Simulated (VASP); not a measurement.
# TaN (P6_3mc) in VASP: a series of runs, part 2 of 2

VASP 6.6.1. Earlier steps stand in the parts before.

### Step 3. Single point, PBEsol (13.79 Å³/atom)

This run uses another cell than the first one, of 13.79 Å³/atom.

Contents of INCAR:

```
SYSTEM = TaN
PREC     = Accurate       ! precision mode
ENCUT    = 700            ! plane-wave cutoff, eV
EDIFF    = 1E-6           ! SCF threshold, eV
ISMEAR   = 0              ! smearing method
SIGMA    = 0.15           ! smearing width, eV
LREAL    = .False.        ! projectors in reciprocal space
LASPH    = .True.         ! aspherical terms in the spheres
NELM     = 120            ! most SCF steps
ALGO     = Normal         ! electronic algorithm
ISIF     = 2              ! what is computed and relaxed
LWAVE    = .False.        ! write WAVECAR
LCHARG   = .True.         ! write CHGCAR
GGA      = PS             ! functional
LELF     = .True.         ! ELF
LVHAR    = .True.       
NBANDS   = 26             ! bands
GGA_COMPAT= .False.
```

Contents of KPOINTS:

```
regular mesh
0
Gamma
  18 18 8
  0 0 0
```

Contents of POSCAR:

```
TaN
1.0
    3.2031096542      0.0000000000      0.0000000000
   -1.6015548271      2.7739743316      0.0000000000
    0.0000000000      0.0000000000      6.2088761264
Ta N
2 2
Direct
    0.3333333333      0.6666666667      0.0301041378
    0.6666666667      0.3333333333      0.5301041378
    0.3333333333      0.6666666667      0.3548958622
    0.6666666667      0.3333333333      0.8548958622
```

Potentials or basis: VASP PAW PBE potentials, release 64 (Ta_sv_GW, N).

Run with:

```sh
$ cat potpaw_PBE.64/Ta_sv_GW/POTCAR potpaw_PBE.64/N/POTCAR > POTCAR
$ mpirun -np 1 vasp_std > vasp.out
```

OUTCAR:

```text
SYSTEM = TaN
   PREC = Accurate
   ENCUT = 700
   EDIFF = 1E-6
   ISMEAR = 0
   LREAL = .False.
   LASPH = .True.
   NELM = 120
   ISIF = 2
   GGA = PS

 ion  position               nearest neighbor table
   1  0.333  0.667  0.030-   3 2.02   4 2.15   4 2.15   4 2.15
   2  0.667  0.333  0.530-   4 2.02   3 2.15   3 2.15   3 2.15
   3  0.333  0.667  0.355-   1 2.02   2 2.15   2 2.15   2 2.15
   4  0.667  0.333  0.855-   2 2.02   1 2.15   1 2.15   1 2.15

  LATTYP: Found a hexagonal cell.
 ALAT       =     3.2031096542
 C/A-ratio  =     1.9383901261
[... 896 lines left out ...]
  Direction    XX          YY          ZZ          XY          YZ          ZX
  --------------------------------------------------------------------------------------
  -------------------------------------------------------------------------------------
  Total       -5.5075371     -5.5075371     -7.5624698     -0.0000000     -0.0000000      0.0000000
  in kB     -159.9487218   -159.9487218   -219.6276401     -0.0000000     -0.0000000      0.0000000
  external PRESSURE =    -179.8416946 kB  Pullay stress =       0.0000000 kB

 VOLUME and BASIS-vectors are now :
 -----------------------------------------------------------------------------
  energy-cutoff  :      700.00
  volume of cell :       55.17
      direct lattice vectors                 reciprocal lattice vectors
     3.203109654  0.000000000  0.000000000     0.312196618  0.180246801  0.000000000
    -1.601554827  2.773974332  0.000000000     0.000000000  0.360493602  0.000000000
     0.000000000  0.000000000  6.208876126     0.000000000  0.000000000  0.161059744

 POSITION                                       TOTAL-FORCE (eV/Angst)
 -----------------------------------------------------------------------------------
     -0.00000      1.84932      0.18691        -0.000000      0.000000      0.059400
      1.60155      0.92466      3.29135         0.000000     -0.000000      0.059400
     -0.00000      1.84932      2.20350        -0.000000     -0.000000     -0.059400
      1.60155      0.92466      5.30794        -0.000000     -0.000000     -0.059400
 -----------------------------------------------------------------------------------
    total drift:                               -0.000001      0.000000      0.000267

  FREE ENERGIE OF THE ION-ELECTRON SYSTEM (eV)
  ---------------------------------------------------
  free  energy   TOTEN  =       -50.6578980488 eV

  energy  without entropy=      -50.6479827636  energy(sigma->0) =      -50.65294041
```

Wall time 3.6 min (1 thread of Intel Xeon 6975P-C (Granite Rapids), shared host); peak memory 0.48 GiB.

What came out:

```yaml
Free_energy: -50.6579 eV
Pressure: -18.0 GPa
Largest_force: 0.059 eV/Å
Band_gap_on_the_k_mesh: zero (bands 18 and 19 overlap by 0.40 eV)
```

Forces on the atoms (eV/Å):
```
Ta   0.000  0.000  0.059
Ta   0.000  0.000  0.059
N    0.000  0.000 -0.059
N    0.000  0.000 -0.059
```

Stress tensor (GPa, compression positive):
```
-15.99   0.00   0.00
  0.00 -15.99   0.00
  0.00   0.00 -21.96
```

Caveat: the stress differs along the axes, from -22 to -16 GPa; the PAW data sets were made with another functional, which shifts forces and pressure a little; spin-orbit coupling is left out, which moves the levels of the heavy elements.

### Step 4. Single point, PBEsol (14.30 Å³/atom)

This run uses another cell than the first one, of 14.30 Å³/atom.

Contents of INCAR:

```
SYSTEM = TaN
  PREC = Accurate
  ENCUT = 700
  EDIFF = 1E-6
  ISMEAR = 0
  SIGMA = 0.15
  LREAL = .False.
  LASPH = .True.
  NELM = 120
  ALGO = Normal
  ISIF = 2
  LWAVE = .False.
  LCHARG = .False.
  GGA = PS
  NBANDS = 26
  GGA_COMPAT = .False.
```

KPOINTS is that of step 3.

Contents of POSCAR:

```
TaN
1.0
    3.2421898098      0.0000000000      0.0000000000
   -1.6210949049      2.8078187391      0.0000000000
    0.0000000000      0.0000000000      6.2846287142
Ta N
2 2
Direct
    0.3333333333      0.6666666667      0.0301041378
    0.6666666667      0.3333333333      0.5301041378
    0.3333333333      0.6666666667      0.3548958622
    0.6666666667      0.3333333333      0.8548958622
```

Run with:

```sh
$ cat potpaw_PBE.64/Ta_sv_GW/POTCAR potpaw_PBE.64/N/POTCAR > POTCAR
$ mpirun -np 1 vasp_std > vasp.out
```

Run time: 7.4 min. Hardware: 1 thread of Intel Xeon Platinum 8488C (Sapphire Rapids), shared host; peak memory 0.48 GiB.

The run converged. Its results:

```yaml
Free_energy: -50.3888 eV
Pressure: -24.6 GPa
Largest_force: 0.087 eV/Å
Band_gap_on_the_k_mesh: zero (bands 18 and 19 overlap by 0.41 eV)
```

Forces on the atoms (eV/Å):
```
Ta   0.000  0.000  0.087
Ta   0.000  0.000  0.087
N    0.000  0.000 -0.087
N    0.000  0.000 -0.087
```

Stress tensor (GPa, compression positive):
```
-21.81   0.00   0.00
  0.00 -21.81   0.00
  0.00   0.00 -30.10
```

Levels at points of the mesh, in eV from the Fermi level:
```
           k point  band 16  band 17  band 18  band 19  band 20  band 21
(0.00, 0.00, 0.00)    -4.10    -0.94    -0.57     0.17     0.17     1.93
(0.50, 0.00, 0.00)    -3.41    -2.00    -0.51     1.05     1.94     2.37
(0.00, 0.00, 0.50)    -4.52     0.15     0.15     0.89     0.89     0.89
(0.50, 0.00, 0.50)    -4.36    -0.84    -0.84     1.32     1.32     2.90
```

Caveat: the stress differs along the axes, from -30 to -22 GPa; the PAW data sets were made with another functional, which shifts forces and pressure a little; spin-orbit coupling is left out, which moves the levels of the heavy elements.

### Step 5. Single point, PBEsol (12.26 Å³/atom)

Contents of INCAR:

```
SYSTEM = TaN
PREC = Accurate
ENCUT = 700
EDIFF = 1E-6
ISMEAR = 0
SIGMA = 0.15
LREAL = .False.
LASPH = .True.
NELM = 120
ALGO = Normal
ISIF = 2
LWAVE = .False.
LCHARG = .False.
GGA = PS
NBANDS = 26
GGA_COMPAT = .False.
```

KPOINTS is that of step 4.

Contents of POSCAR:

```
TaN
1.0
    3.1213805346      0.0000000000      0.0000000000
   -1.5606902673      2.7031948378      0.0000000000
    0.0000000000      0.0000000000      5.8120105555
Ta N
2 2
Direct
    0.3333333333      0.6666666667      0.0301041378
    0.6666666667      0.3333333333      0.5301041378
    0.3333333333      0.6666666667      0.3548958622
    0.6666666667      0.3333333333      0.8548958622
```

Run with:

```sh
$ cat potpaw_PBE.64/Ta_sv_GW/POTCAR potpaw_PBE.64/N/POTCAR > POTCAR
$ mpirun -np 1 vasp_std > vasp.out
```

It took 3.6 min on 1 thread of AMD EPYC 9R45 (Zen 5), shared host; peak memory 0.41 GiB.

It converged, with:

```
Free energy            : -50.6884 eV
Pressure               : 15.9 GPa
Largest force          : 1.187 eV/Å
Band gap on the k mesh : zero (bands 18 and 19 overlap by 0.63 eV)
```

Forces in eV/Å, atoms in the order of the input:
```
Ta   0.000  0.000 -1.187
Ta   0.000  0.000 -1.187
N    0.000  0.000  1.187
N    0.000  0.000  1.187
```

Stress tensor (GPa, compression positive):
```
 7.35  0.00  0.00
 0.00  7.35  0.00
 0.00  0.00 33.02
```

Levels at points of the mesh, in eV from the Fermi level:
```
           k point  band 14  band 15  band 16  band 17  band 18  band 19  band 20  band 21  band 22  band 23
(0.00, 0.00, 0.00)    -5.98    -4.93    -4.93    -0.85    -0.68    -0.07    -0.07     2.26     2.26     3.03
(0.50, 0.00, 0.00)    -6.19    -4.93    -3.92    -2.52    -0.40     1.46     2.31     2.79     3.44     4.01
(0.00, 0.00, 0.50)    -5.52    -5.52    -5.52     0.43     0.43     0.97     0.97     0.97     0.97     4.96
(0.50, 0.00, 0.50)    -5.74    -5.24    -5.24    -0.81    -0.81     1.72     1.72     3.38     3.38     4.83
```

Caveat: the stress differs along the axes, from 7 to 33 GPa; the PAW data sets were made with another functional, which shifts forces and pressure a little; spin-orbit coupling is left out, which moves the levels of the heavy elements.

### Step 6. The runs side by side

```csv
cell,gap on the mesh (eV),pressure (GPa),largest force (eV/Å)
"a = 3.080, b = 3.080, c = 5.970 Å, angles 90.0, 90.0, 120.0°, 4 atoms",none,12.4,0.05
"a = 3.203, b = 3.203, c = 6.209 Å, angles 90.0, 90.0, 120.0°, 4 atoms",none,-18.0,0.06
"a = 3.242, b = 3.242, c = 6.285 Å, angles 90.0, 90.0, 120.0°, 4 atoms",none,-24.6,0.09
"a = 3.121, b = 3.121, c = 5.812 Å, angles 90.0, 90.0, 120.0°, 4 atoms",none,15.9,1.19
```

Alike in all rows: task single point; level PBEsol; potentials or basis VASP PAW PBE potentials, release 64 (Ta_sv_GW, N); no spin polarisation; k mesh 18 × 18 × 8; cutoff (eV) 700; smearing gaussian 0.15 eV.

Caveats: the PAW data sets were made with another functional, which shifts forces and pressure a little; spin-orbit coupling is left out, which moves the levels of the heavy elements; the cell stands under pressure (at least some runs); the stress differs along the axes, from -22 to -16 GPa (at least some runs); the stress differs along the axes, from -30 to -22 GPa (at least some runs); the stress differs along the axes, from 7 to 33 GPa (at least some runs).

Absolute energies hang on the potentials; compare differences alone.
